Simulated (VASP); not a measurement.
# Au (C2/m) in VASP: single point with PBEsol

Aim: the single point of Au with PBEsol.

Everything below comes from runs of VASP 6.6.1. Logs are shortened: lines on timing, memory, paths and dates and some standing lists are left out, and cuts for length are marked.

## 1. The cell of the first run

Symmetry: C2/m, No. 12, monoclinic system. Conventional cell: a = 5.002 Å, b = 2.888 Å, c = 5.002 Å, α = 90.00°, β = 109.47°, γ = 90.00°. Within 3.7 Å of Au (site symmetry m) lie 12 Au at 2.82 to 2.96 Å.

## 2. Single point, PBEsol (atoms displaced along a vibrational mode)

File INCAR:

```
PREC = Accurate
ENCUT = 520
EDIFF = 1E-6
ISMEAR = 0
SIGMA = 0.15
LREAL = F
LASPH = T
NELM = 60
ALGO = Fast
ISIF = 2
LWAVE = F
LCHARG = F
GGA = PS
NBANDS = 18
```

File KPOINTS:

```
regular mesh
0
Gamma
  24 24 24
```

File POSCAR:

```
Au
1.0
    0.0000000000     -2.0419343851     -2.0419343851
   -2.0419343851      0.0000000000     -2.0419343851
    2.0419343851      2.0419343851     -4.0838687702
Au
2
Direct
    0.4880040722      0.4880040722      0.5000000000
    0.0119959278      0.0119959278      0.0000000000
```

Potentials or basis: VASP PAW PBE potentials, release 64 (Au).

Run with:

```console
$ cat potpaw_PBE.64/Au/POTCAR > POTCAR
$ mpirun -np 1 vasp_std > vasp.out
```

OUTCAR:

```text
PREC = Accurate
   ENCUT = 520
   EDIFF = 1E-6
   ISMEAR = 0
   LREAL = F
   LASPH = T
   NELM = 60
   ISIF = 2
   GGA = PS

 ion  position               nearest neighbor table
   1  0.488  0.488  0.500-   2 2.82   2 2.86   2 2.86   2 2.92   2 2.92   2 2.96
   2  0.012  0.012  0.000-   1 2.82   1 2.86   1 2.86   1 2.92   1 2.92   1 2.96

  LATTYP: Found a trigonal (rhomboedric) cell.
 ALAT       =     5.0016973317
 COS(alpha) =     0.8333333333

  Lattice vectors:

 A1 = (   2.0419343851,   4.0838687702,  -2.0419343851)
 A2 = (   4.0838687702,   2.0419343851,  -2.0419343851)
 A3 = (   2.0419343851,   2.0419343851,  -4.0838687702)

Analysis of symmetry for initial positions (statically):
=====================================================================
 Subroutine PRICEL returns:
 Original cell was already a primitive cell.

 Routine SETGRP: Setting up the symmetry group for a
 trigonal (rhombohedral) supercell.

 Subroutine GETGRP returns: Found  4 space group operations
 (whereof  2 operations were pure point group operations)
 out of a pool of 12 trial point group operations.

The static configuration has the point symmetry C_1h.
 The point group associated with its full space group is C_2h.

Analysis of symmetry for dynamics (positions and initial velocities):
=====================================================================
 Subroutine PRICEL returns:
 Original cell was already a primitive cell.

 Routine SETGRP: Setting up the symmetry group for a
 trigonal (rhombohedral) supercell.

 Subroutine GETGRP returns: Found  4 space group operations
 (whereof  2 operations were pure point group operations)
 out of a pool of 12 trial point group operations.

The dynamic configuration has the point symmetry C_1h.
 The point group associated with its full space group is C_2h.

 Subroutine INISYM returns: Found  4 space group operations
 (whereof  2 operations are pure point group operations),
 and found     1 'primitive' translations

----------------------------------------------------------------------------------------

                                     Primitive cell

  volume of cell :      34.0553

  direct lattice vectors                    reciprocal lattice vectors
     0.000000000 -2.041934385 -2.041934385     0.122432925 -0.367298776 -0.122432925
    -2.041934385  0.000000000 -2.041934385    -0.367298776  0.122432925 -0.122432925
     2.041934385  2.041934385 -4.083868770     0.122432925  0.122432925 -0.122432925

  length of vectors
     2.887731301  2.887731301  5.001697332     0.406064075  0.406064075  0.212060047

  position of ions in fractional coordinates (direct lattice)
     0.488004072  0.488004072  0.500000000
     0.011995928  0.011995928  0.000000000

  ion indices of the primitive-cell ions
   primitive index   ion index
                 1           1
                 2           2

----------------------------------------------------------------------------------------

 KPOINTS: regular mesh

Automatic generation of k-mesh.
 Grid dimensions read from file:
 generate k-points for:   24   24   24

 Generating k-lattice:

  Cartesian coordinates                     Fractional coordinates (reciprocal lattice)
     0.005101372 -0.015304116 -0.005101372     0.041666667  0.000000000  0.000000000
    -0.015304116  0.005101372 -0.005101372     0.000000000  0.041666667  0.000000000
     0.005101372  0.005101372 -0.005101372     0.000000000  0.000000000  0.041666667

  Length of vectors
     0.016919336  0.016919336  0.008835835

  Shift w.r.t. Gamma in fractional coordinates (k-lattice)
     0.000000000  0.000000000  0.000000000

 Subroutine IBZKPT returns following result:
 ===========================================

 Found   3614 irreducible k-points:

 Following reciprocal coordinates:
            Coordinates               Weight
  0.000000  0.000000  0.000000      1.000000
  0.041667  0.000000  0.000000      4.000000
 -0.041667 -0.041667 -0.041667      2.000000
  0.083333  0.000000  0.000000      4.000000
 -0.083333 -0.083333 -0.083333      2.000000
  0.125000  0.000000  0.000000      4.000000
[... 16 lines left out ...]
 -0.458333 -0.458333 -0.458333      2.000000
  0.500000  0.000000  0.000000      2.000000
 [... further k-points ...]
   k-points           NKPTS =   3614   k-points in BZ     NKDIM =   3614   number of bands    NBANDS=     18
   number of dos      NEDOS =    301   number of ions     NIONS =      2
   total plane-waves  NPLWV =  23040
   dimension x,y,z NGX =    24 NGY =   24 NGZ =   40
   dimension x,y,z NGXF=    48 NGYF=   48 NGZF=   80
   ions per type =               2
   NGX,Y,Z   is equivalent  to a cutoff of  13.82, 13.82, 13.30 a.u.
   NGXF,Y,Z  is equivalent  to a cutoff of  27.63, 27.63, 26.59 a.u.
 SYSTEM =  unknown system
   PREC   = accura    normal or accurate (medium, high low for compatibility)
   ISTART =      0    job   : 0-new  1-cont  2-samecut
   ICHARG =      2    charge: 1-file 2-atom 10-const
   ISPIN  =      1    spin polarized calculation?
   LNONCOLLINEAR =      F non collinear calculations
   LSORBIT =      F    spin-orbit coupling
   LASPH  =      T    aspherical Exc in radial PAW
   ENCUT  =  520.0 eV  38.22 Ry    6.18 a.u.   5.37  5.37  9.30*2*pi/ulx,y,z
   NELM   =     60;   NELMIN=  2; NELMDL= -5     # of ELM steps
   EDIFF  = 0.1E-05   stopping-criterion for ELM
   LREAL  =      F    real-space projection
   EDIFFG = 0.1E-04   stopping-criterion for IOM
   NSW    =      0    number of steps for IOM
   IBRION =     -1    ionic relax: 0-MD 1-quasi-New 2-CG
   NFREE  =      0    steps in history (QN), initial steepest desc. (CG)
   ISIF   =      2    stress and relaxation
   ISYM   =      2    0-nonsym 1-usesym 2-fastsym
   POTIM  = 0.5000    time-step for ionic-motion
   TEBEG  =    0.0;   TEEND  =   0.0 temperature during run
   PSTRESS=    0.0 pullay stress
   NELECT =      22.0000    total number of electrons
   NUPDOWN=      -1.0000    fix difference up-down
   EMIN   =  10.00;   EMAX   =-10.00  energy-range for DOS
   EFERMI =   0.00;   METHOD = LEGACY
   ISMEAR =     0;   SIGMA  =   0.15  broadening in eV -4-tet -1-fermi 0-gaus
   EFERMI_NEDOS =   21; number of points for ismear=-14 and -15
   IALGO  =     68    algorithm
   IMIX   =      4    mixing-type and parameters
     AMIX     =   0.40;   BMIX     =  1.00
     AMIX_MAG =   1.60;   BMIX_MAG =  1.00
  volume/ion in A,a.u.               =      17.03       114.91
  Fermi-wavevector in a.u.,A,eV,Ry     =   1.415209  2.674357 27.249977  2.002817
  Thomas-Fermi vector in A             =   2.536671
   LORBIT       =      0    0 simple, 1 ext, 2 COOP (PROOUT), +10 PAW based schemes
   GGA     = PS    functional components
   LHFCALC =     F    Hartree Fock is set to
   AEXX    =    0.0000 exact exchange contribution
   IVDW    =     0    specifies the selected vdW correction
   LEPSILON=     F    determine dielectric tensor
   LRPA    =     F    only Hartree local field effects (RPA)
 non-spin polarized calculation
 RMM-DIIS sequential band-by-band and
 Gauss-broadening in eV      SIGMA  =   0.15
  energy-cutoff  :      520.00
  volume of cell :       34.06
 maximum number of plane-waves:       944
 NGX is ok and might be reduce to    24
   NGX = 11   NGY = 11   NGZ = 19

 number of electron      22.0000001 magnetization

 Free energy of the ion-electron system (eV)
  ---------------------------------------------------
  ext. energy  EPLUGINS =         0.00000000
  ---------------------------------------------------
  free energy    TOTEN  =        -7.84251188 eV

  energy without entropy =       -7.83635234  energy(sigma->0) =       -7.83943211

 E-fermi :   9.2923     XC(G=0): -12.8891

 val. band max:        9.2917422557   @ k =   0.5000   0.4167   0.3750
 cond. band min:       9.2945179876   @ k =  -0.0833   0.4583  -0.4583
 fundamental gap:      0.0027757319
 Fermi energy:         9.2923294326

 k-point     1 :       0.0000    0.0000    0.0000
  band No.  band energies     occupation
      1      -0.6375      2.00000
      2       1.9561      2.00000
      3       4.5745      2.00000
      4       4.5818      2.00000
      5       4.5864      2.00000
      6       4.6169      2.00000
[... 10 lines left out ...]
     17      26.4816      0.00000
     18      27.7313      0.00000

 k-point     2 :       0.0417    0.0000    0.0000
  band No.  band energies     occupation
      1      -0.5816      2.00000
      2       2.0016      2.00000
      3       4.5468      2.00000
      4       4.5896      2.00000
      5       4.6073      2.00000
      6       4.6188      2.00000
[... 10 lines left out ...]
     17      26.3979      0.00000
     18      27.5410      0.00000

 k-point     3 :      -0.0417   -0.0417   -0.0417
  band No.  band energies     occupation
      1      -0.5816      2.00000
      2       2.0017      2.00000
      3       4.5540      2.00000
      4       4.5832      2.00000
      5       4.6078      2.00000
      6       4.6267      2.00000
[... 10 lines left out ...]
     17      26.3665      0.00000
     18      27.5409      0.00000

 k-point     4 :       0.0833    0.0000    0.0000
  band No.  band energies     occupation
      1      -0.4156      2.00000
      2       2.1349      2.00000
      3       4.4640      2.00000
      4       4.5196      2.00000
      5       4.6692      2.00000
      6       4.7147      2.00000
[... 375 lines left out ...]
      4       3.8058      2.00000
      5       4.7386      2.00000
      6       4.9886      2.00000
[... 10 lines left out ...]
     17      22.5595      0.00000
     18      22.8247      0.00000

 k-point    23 :      -0.4583   -0.4583   -0.4583
  band No.  band energies     occupation
      1       2.7208      2.00000
      2       2.9010      2.00000
      3       3.6175      2.00000
      4       3.8316      2.00000
      5       4.8183      2.00000
      6       5.1008      2.00000
[... 10 lines left out ...]
     17      22.6988      0.00000
     18      22.9818      0.00000

 k-point    24 :       0.5000    0.0000    0.0000
  band No.  band energies     occupation
      1       2.7874      2.00000
      2       2.8449      2.00000
      3       3.6719      2.00000
      4       3.7921      2.00000
      5       4.8319      2.00000
      6       4.9436      2.00000
[... 10 lines left out ...]
     17      22.5881      0.00000
     18      22.5903      0.00000

 [... further k-points ...]

------------------------ aborting loop because EDIFF is reached ----------------------------------------

  FORCE on cell =-STRESS in cart. coord.  units (eV):
  Direction    XX          YY          ZZ          XY          YZ          ZX
  --------------------------------------------------------------------------------------
  -------------------------------------------------------------------------------------
  Total       -0.0085773     -0.0085773     -0.0829669      0.0496718     -0.0221599     -0.0221599
  in kB       -0.4035299     -0.4035299     -3.9032819      2.3368746     -1.0425398     -1.0425407
  external PRESSURE =      -1.5701139 kB  Pullay stress =       0.0000000 kB

 VOLUME and BASIS-vectors are now :
 -----------------------------------------------------------------------------
  energy-cutoff  :      520.00
  volume of cell :       34.06
      direct lattice vectors                 reciprocal lattice vectors
     0.000000000 -2.041934385 -2.041934385     0.122432925 -0.367298776 -0.122432925
    -2.041934385  0.000000000 -2.041934385    -0.367298776  0.122432925 -0.122432925
     2.041934385  2.041934385 -4.083868770     0.122432925  0.122432925 -0.122432925

 POSITION                                       TOTAL-FORCE (eV/Angst)
 -----------------------------------------------------------------------------------
      0.02449      0.02449     -4.03488        -0.063863     -0.063863     -0.119804
     -0.02449     -0.02449     -0.04899         0.063863      0.063863      0.119804
 -----------------------------------------------------------------------------------
    total drift:                               -0.000000     -0.000000      0.000000

  FREE ENERGIE OF THE ION-ELECTRON SYSTEM (eV)
  ---------------------------------------------------
  free  energy   TOTEN  =        -7.8425118844 eV

  energy  without entropy=       -7.8363523439  energy(sigma->0) =       -7.83943211
```

It took 61 min on 1 thread of Oxide Virtual Turin-like, shared host; peak memory 1.7 GiB.

Results:

```yaml
Free_energy: -7.8425 eV
Pressure: -0.2 GPa
Largest_force: 0.150 eV/Å
Band_gap_on_the_k_mesh: zero (bands 11 and 12 overlap by 5.86 eV)
```

Forces in eV/Å, atoms in the order of the input:
```
Au  -0.064 -0.064 -0.120
Au   0.064  0.064  0.120
```

Stress tensor (GPa, compression positive):
```
-0.04  0.23 -0.10
 0.23 -0.04 -0.10
-0.10 -0.10 -0.39
```

Caveat: the cell differs from its parent crystal (atoms displaced along a vibrational mode); the PAW data sets were made with another functional, which shifts forces and pressure a little; spin-orbit coupling is left out, which moves the levels of the heavy elements.
